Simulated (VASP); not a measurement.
# CaO in VASP: settings compared

Aim: see how the results for CaO move with the level of theory and the settings. Levels: r2SCAN, HSE06. Tasks: single point.

Everything below comes from runs of VASP 6.6.1. Logs are shortened: lines on timing, memory, paths and dates and some standing lists are left out, and cuts for length are marked.

## 1. The cell of the first run

Symmetry: I4/mmm, No. 139, tetragonal system. The conventional cell has a = 3.391 Å, b = 3.391 Å, c = 4.771 Å, α = 90.00°, β = 90.00°, γ = 90.00°. Ca (site symmetry 4/mmm) has 6 O at 2.39 to 2.40 Å within 3.2 Å. O (site symmetry 4/mmm) has 6 Ca at 2.39 to 2.40 Å within 3.2 Å.

## 2. Single point, r2SCAN (uniaxial z strain -0.5%)

The input, POSCAR:

```
CaO
1.0
    0.0000000000      2.3975501265      2.3855623759
    2.3975501265      0.0000000000      2.3855623759
    2.3975501265      2.3975501265      0.0000000000
Ca O
1 1
Direct
    0.0000000000      0.0000000000      0.0000000000
    0.5000000000      0.5000000000      0.5000000000
```

The input, INCAR.step1:

```
PREC = Accurate
ENCUT = 1480
ISMEAR = 0
SIGMA = 0.01
LREAL = F
LASPH = T
NELM = 120
NBANDS = 15
GGA = PE
ALGO = Normal
EDIFF = 1E-5
LWAVE = T
LCHARG = F
GGA_COMPAT = F
```

The input, INCAR.step2:

```
PREC = Accurate
ENCUT = 1480
EDIFF = 1E-6
ISMEAR = 0
SIGMA = 0.01
LREAL = F
LASPH = T
NELM = 120
ALGO = Normal
ISIF = 2
LWAVE = F
LCHARG = T
METAGGA = R2SCAN
LMIXTAU = T
LELF = T
LVHAR = T
NBANDS = 15
ISTART = 1
GGA_COMPAT = F
```

The input, KPOINTS:

```
Automatic mesh
0
Gamma
  10 10 10
```

Potentials or basis: VASP PAW PBE potentials, release 64 (Ca_sv, O_h).

Command:

```bash
$ cat potpaw_PBE.64/Ca_sv/POTCAR potpaw_PBE.64/O_h/POTCAR > POTCAR
$ cp INCAR.step1 INCAR
$ mpirun -np 1 vasp_std > vasp.out
$ cp INCAR.step2 INCAR
$ mpirun -np 1 vasp_std > vasp.out
```

OUTCAR:

```text
PREC = Accurate
   ENCUT = 1480
   EDIFF = 1E-6
   ISMEAR = 0
   LREAL = F
   LASPH = T
   NELM = 120
   ISIF = 2
   METAGGA = R2SCAN
   ISTART = 1

 ion  position               nearest neighbor table
   1  0.000  0.000  0.000-
   2  0.500  0.500  0.500-

  LATTYP: Found a body centered tetragonal cell.
 ALAT       =     3.3906479054
 C/A-ratio  =     1.4071424946

  Lattice vectors:

 A1 = (   0.0000000000,  -2.3975501265,  -2.3855623759)
 A2 = (   0.0000000000,   2.3975501265,  -2.3855623759)
 A3 = (   2.3975501265,   0.0000000000,   2.3855623759)

Analysis of symmetry for initial positions (statically):
=====================================================================
 Subroutine PRICEL returns:
 Original cell was already a primitive cell.

 Routine SETGRP: Setting up the symmetry group for a
 body centered tetragonal supercell.

 Subroutine GETGRP returns: Found 16 space group operations
 (whereof 16 operations were pure point group operations)
 out of a pool of 16 trial point group operations.

The static configuration has the point symmetry D_4h.

Analysis of symmetry for dynamics (positions and initial velocities):
=====================================================================
 Subroutine PRICEL returns:
 Original cell was already a primitive cell.

 Routine SETGRP: Setting up the symmetry group for a
 body centered tetragonal supercell.

 Subroutine GETGRP returns: Found 16 space group operations
 (whereof 16 operations were pure point group operations)
 out of a pool of 16 trial point group operations.

The dynamic configuration has the point symmetry D_4h.

 Subroutine INISYM returns: Found 16 space group operations
 (whereof 16 operations are pure point group operations),
 and found     1 'primitive' translations

----------------------------------------------------------------------------------------

                                     Primitive cell

  volume of cell :      27.4256

  direct lattice vectors                    reciprocal lattice vectors
     0.000000000  2.397550127  2.385562376    -0.208546213  0.208546213  0.209594184
     2.397550127  0.000000000  2.385562376     0.208546213 -0.208546213  0.209594184
     2.397550127  2.397550127  0.000000000     0.208546213  0.208546213 -0.209594184

  length of vectors
     3.382181908  3.382181908  3.390647905     0.361818695  0.361818695  0.361818695

  position of ions in fractional coordinates (direct lattice)
     0.000000000  0.000000000  0.000000000
     0.500000000  0.500000000  0.500000000

  ion indices of the primitive-cell ions
   primitive index   ion index
                 1           1
                 2           2

----------------------------------------------------------------------------------------

 KPOINTS: Automatic mesh

Automatic generation of k-mesh.
 Grid dimensions read from file:
 generate k-points for:   10   10   10

 Generating k-lattice:

  Cartesian coordinates                     Fractional coordinates (reciprocal lattice)
    -0.020854621  0.020854621  0.020959418     0.100000000  0.000000000  0.000000000
     0.020854621 -0.020854621  0.020959418     0.000000000  0.100000000  0.000000000
     0.020854621  0.020854621 -0.020959418     0.000000000  0.000000000  0.100000000

  Length of vectors
     0.036181870  0.036181870  0.036181870

  Shift w.r.t. Gamma in fractional coordinates (k-lattice)
     0.000000000  0.000000000  0.000000000

 Subroutine IBZKPT returns following result:
 ===========================================

 Found    102 irreducible k-points:

 Following reciprocal coordinates:
            Coordinates               Weight
  0.000000  0.000000  0.000000      1.000000
  0.100000 -0.000000  0.000000      8.000000
  0.200000 -0.000000  0.000000      8.000000
  0.300000 -0.000000  0.000000      8.000000
  0.400000  0.000000  0.000000      8.000000
  0.500000 -0.000000  0.000000      4.000000
[... 16 lines left out ...]
  0.300000  0.300000  0.000000      2.000000
  0.400000  0.300000  0.000000      8.000000
 [... further k-points ...]
   k-points           NKPTS =    102   k-points in BZ     NKDIM =    102   number of bands    NBANDS=     15
   number of dos      NEDOS =    301   number of ions     NIONS =      2
   total plane-waves  NPLWV =  84672
   dimension x,y,z NGX =    42 NGY =   42 NGZ =   48
   dimension x,y,z NGXF=    84 NGYF=   84 NGZF=   96
   ions per type =               1   1
   NGX,Y,Z   is equivalent  to a cutoff of  20.64, 20.64, 23.53 a.u.
   NGXF,Y,Z  is equivalent  to a cutoff of  41.29, 41.29, 47.07 a.u.
 SYSTEM =  unknown system
   PREC   = accura    normal or accurate (medium, high low for compatibility)
   ISTART =      1    job   : 0-new  1-cont  2-samecut
   ICHARG =      0    charge: 1-file 2-atom 10-const
   ISPIN  =      1    spin polarized calculation?
   LNONCOLLINEAR =      F non collinear calculations
   LSORBIT =      F    spin-orbit coupling
   LASPH  =      T    aspherical Exc in radial PAW
   ENCUT  = 1480.0 eV 108.78 Ry   10.43 a.u.  10.61 10.61 10.64*2*pi/ulx,y,z
   NELM   =    120;   NELMIN=  2; NELMDL=  0     # of ELM steps
   EDIFF  = 0.1E-05   stopping-criterion for ELM
   LREAL  =      F    real-space projection
   EDIFFG = 0.1E-04   stopping-criterion for IOM
   NSW    =      0    number of steps for IOM
   IBRION =     -1    ionic relax: 0-MD 1-quasi-New 2-CG
   NFREE  =      0    steps in history (QN), initial steepest desc. (CG)
   ISIF   =      2    stress and relaxation
   ISYM   =      2    0-nonsym 1-usesym 2-fastsym
   POTIM  = 0.5000    time-step for ionic-motion
   TEBEG  =    0.0;   TEEND  =   0.0 temperature during run
   PSTRESS=    0.0 pullay stress
   NELECT =      16.0000    total number of electrons
   NUPDOWN=      -1.0000    fix difference up-down
   EMIN   =  10.00;   EMAX   =-10.00  energy-range for DOS
   EFERMI =   0.00;   METHOD = LEGACY
   ISMEAR =     0;   SIGMA  =   0.01  broadening in eV -4-tet -1-fermi 0-gaus
   EFERMI_NEDOS =   21; number of points for ismear=-14 and -15
   IALGO  =     38    algorithm
   IMIX   =      4    mixing-type and parameters
     AMIX     =   0.40;   BMIX     =  1.00
     AMIX_MAG =   1.60;   BMIX_MAG =  1.00
  volume/ion in A,a.u.               =      13.71        92.54
  Fermi-wavevector in a.u.,A,eV,Ry     =   1.367927  2.585006 25.459534  1.871223
  Thomas-Fermi vector in A             =   2.493936
   LORBIT       =      0    0 simple, 1 ext, 2 COOP (PROOUT), +10 PAW based schemes
   METAGGA = R2SCAN    functional components
   LHFCALC =     F    Hartree Fock is set to
   AEXX    =    0.0000 exact exchange contribution
   IVDW    =     0    specifies the selected vdW correction
   LEPSILON=     F    determine dielectric tensor
   LRPA    =     F    only Hartree local field effects (RPA)
 non-spin polarized calculation
 Gauss-broadening in eV      SIGMA  =   0.01
  energy-cutoff  :     1480.00
  volume of cell :       27.43
 maximum number of plane-waves:      3579
   NGX = 21   NGY = 21   NGZ = 21

 number of electron      16.0000000 magnetization

 Free energy of the ion-electron system (eV)
  ---------------------------------------------------
  ext. energy  EPLUGINS =         0.00000000
  ---------------------------------------------------
  free energy    TOTEN  =       -19.46539567 eV

  energy without entropy =      -19.46539567  energy(sigma->0) =      -19.46539567

 E-fermi :   2.5425     XC(G=0): -11.1406

 val. band max:        2.3687625429   @ k =   0.0000   0.0000   0.0000
 cond. band min:       6.5389653642   @ k =   0.5000   0.5000   0.0000
 fundamental gap:      4.1702028213
 Fermi energy:         2.5425361055

 k-point     1 :       0.0000    0.0000    0.0000
  band No.  band energies     occupation
      1     -36.6427      2.00000
      2     -16.5271      2.00000
      3     -16.5271      2.00000
      4     -16.5235      2.00000
      5     -14.1361      2.00000
      6       2.3557      2.00000
      7       2.3557      2.00000
      8       2.3688      2.00000
      9       7.8901      0.00000
     10       9.2370      0.00000
     11       9.2370      0.00000
     12       9.2709      0.00000
     13      10.8425      0.00000
     14      10.8910      0.00000
     15      18.2169      0.00000

 k-point     2 :       0.1000   -0.0000    0.0000
  band No.  band energies     occupation
      1     -36.6326      2.00000
      2     -16.6984      2.00000
      3     -16.5324      2.00000
      4     -16.5295      2.00000
      5     -13.9580      2.00000
      6       2.0123      2.00000
      7       2.2163      2.00000
      8       2.2242      2.00000
      9       8.3451      0.00000
     10       9.2105      0.00000
     11       9.4161      0.00000
     12       9.4369      0.00000
     13      11.0898      0.00000
     14      11.1402      0.00000
     15      18.6383      0.00000

 k-point     3 :       0.2000   -0.0000    0.0000
  band No.  band energies     occupation
      1     -36.6060      2.00000
      2     -17.0704      2.00000
      3     -16.5462      2.00000
      4     -16.5419      2.00000
      5     -13.5705      2.00000
      6       1.2504      2.00000
      7       1.8804      2.00000
      8       1.8856      2.00000
      9       9.1708      0.00000
     10       9.4692      0.00000
     11       9.9115      0.00000
     12       9.9248      0.00000
     13      11.7335      0.00000
     14      11.7882      0.00000
     15      19.2876      0.00000
[... 343 lines left out ...]
 k-point    23 :       0.3000    0.3000    0.0000
  band No.  band energies     occupation
      1     -36.5504      2.00000
      2     -17.1886      2.00000
      3     -16.6837      2.00000
      4     -16.6837      2.00000
      5     -13.5424      2.00000
      6       0.6194      2.00000
      7       2.0107      2.00000
      8       2.0107      2.00000
      9       7.2768      0.00000
     10      10.2428      0.00000
     11      11.6050      0.00000
     12      11.7038      0.00000
     13      11.7038      0.00000
     14      13.7655      0.00000
     15      20.9721      0.00000

 k-point    24 :       0.4000    0.3000    0.0000
  band No.  band energies     occupation
      1     -36.5296      2.00000
      2     -17.2439      2.00000
      3     -16.7342      2.00000
      4     -16.7077      2.00000
      5     -13.5615      2.00000
      6       0.6924      2.00000
      7       1.8036      2.00000
      8       1.8989      2.00000
      9       7.2330      0.00000
     10      10.8210      0.00000
     11      11.9348      0.00000
     12      12.0126      0.00000
     13      12.1483      0.00000
     14      14.1670      0.00000
     15      19.2407      0.00000

 [... further k-points ...]
[... 5 lines left out ...]
  --------------------------------------------------------------------------------------
  -------------------------------------------------------------------------------------
  Total        0.2167229      0.2167229      0.3783729      0.0000000      0.0000000     -0.0000000
  in kB       12.6607458     12.6607458     22.1041839      0.0000000      0.0000000     -0.0000000
  external PRESSURE =      15.8085585 kB  Pullay stress =       0.0000000 kB

 VOLUME and BASIS-vectors are now :
 -----------------------------------------------------------------------------
  energy-cutoff  :     1480.00
  volume of cell :       27.43
      direct lattice vectors                 reciprocal lattice vectors
     0.000000000  2.397550127  2.385562376    -0.208546213  0.208546213  0.209594184
     2.397550127  0.000000000  2.385562376     0.208546213 -0.208546213  0.209594184
     2.397550127  2.397550127  0.000000000     0.208546213  0.208546213 -0.209594184

 POSITION                                       TOTAL-FORCE (eV/Angst)
 -----------------------------------------------------------------------------------
      0.00000      0.00000      0.00000        -0.000000     -0.000000      0.000000
      2.39755      2.39755      2.38556         0.000000      0.000000      0.000000
 -----------------------------------------------------------------------------------
    total drift:                               -0.000000     -0.000000     -0.000000

  FREE ENERGIE OF THE ION-ELECTRON SYSTEM (eV)
  ---------------------------------------------------
  free  energy   TOTEN  =       -19.4653956698 eV

  energy  without entropy=      -19.4653956698  energy(sigma->0) =      -19.46539567
```

Run time: 14 min. Hardware: 1 thread of Intel Xeon Platinum 8375C at 2.90GHz (Ice Lake), shared host; peak memory 0.47 GiB.

What came out:

```
Free energy            : -19.4654 eV
Pressure               : 1.6 GPa
Band gap on the k mesh : 4.17 eV (least direct gap 4.56 eV)
```

Levels at points of the mesh, in eV from the valence-band top:
```tsv
k point	band 4	band 5	band 6	band 7	band 8	band 9	band 10	band 11	band 12	band 13
(0.00, 0.00, 0.00)	-18.89	-16.50	-0.01	-0.01	0.00	5.52	6.87	6.87	6.90	8.47
(0.50, 0.00, 0.00)	-18.94	-15.17	-2.64	-1.23	-1.23	7.75	9.11	9.11	9.31	11.26
(0.50, 0.50, 0.00)	-19.14	-16.29	-1.28	-0.39	-0.39	4.17	8.85	9.70	10.31	10.31
(0.50, 0.00, 0.50)	-19.13	-16.29	-1.31	-0.38	-0.37	4.19	8.84	9.70	10.29	10.33
```

Caveat: the cell differs from its parent crystal (uniaxial z strain -0.5%); the PAW data sets were made with another functional, which shifts forces and pressure a little.

## 3. Single point, r2SCAN (strain along [111] -0.5%)

The input, POSCAR:

```
CaO
1.0
   -0.0079918338      2.3895582928      2.3895582928
    2.3895582928     -0.0079918338      2.3895582928
    2.3895582928      2.3895582928     -0.0079918338
Ca O
1 1
Direct
    0.0000000000      0.0000000000      0.0000000000
    0.5000000000      0.5000000000      0.5000000000
```

The input, INCAR.step1:

```
PREC = Accurate ; ENCUT = 1480
ISMEAR = 0 ; SIGMA = 0.01
LREAL = False ; LASPH = True
NELM = 120 ; NBANDS = 15
GGA = PE ; ALGO = Normal
EDIFF = 1E-5 ; LWAVE = True
LCHARG = False ; GGA_COMPAT = False
```

The input, INCAR.step2:

```
PREC = Accurate ; ENCUT = 1480
EDIFF = 1E-6 ; ISMEAR = 0
SIGMA = 0.01 ; LREAL = False
LASPH = True ; NELM = 120
ALGO = Normal ; ISIF = 2
LWAVE = False ; LCHARG = False
METAGGA = R2SCAN ; LMIXTAU = True
NBANDS = 15 ; ISTART = 1
GGA_COMPAT = False
```

The input, KPOINTS:

```
regular mesh
0
Gamma
  10 10 10
```

Potentials or basis: VASP PAW PBE potentials, release 64 (Ca_sv, O_h).

Command:

```bash
$ cat potpaw_PBE.64/Ca_sv/POTCAR potpaw_PBE.64/O_h/POTCAR > POTCAR
$ cp INCAR.step1 INCAR
$ mpirun -np 1 vasp_std > vasp.out
$ cp INCAR.step2 INCAR
$ mpirun -np 1 vasp_std > vasp.out
```

Run time: 6 min. Hardware: 1 thread of Intel Xeon 6975P-C (Granite Rapids), shared host; peak memory 0.46 GiB.

It converged, with:

- Free energy: -19.4654 eV
- Pressure: 1.6 GPa
- Band gap on the k mesh: 4.18 eV (least direct gap 4.55 eV)

Stress tensor (GPa, compression positive):
```
1.59 0.26 0.26
0.26 1.59 0.26
0.26 0.26 1.59
```

Levels at points of the mesh, in eV from the valence-band top:
```tsv
k point	band 6	band 7	band 8	band 9	band 10	band 11
(0.00, 0.00, 0.00)	-0.02	-0.02	0.00	5.52	6.86	6.86
(0.50, 0.00, 0.00)	-2.64	-1.24	-1.21	7.74	9.08	9.12
(0.50, 0.50, 0.00)	-1.30	-0.39	-0.37	4.18	8.84	9.69
(0.50, 0.50, 0.50)	-2.64	-1.25	-1.25	7.76	9.12	9.12
```

Caveat: the cell differs from its parent crystal (strain along [111] -0.5%); the PAW data sets were made with another functional, which shifts forces and pressure a little.

(Part 1 of 2 ends here.)
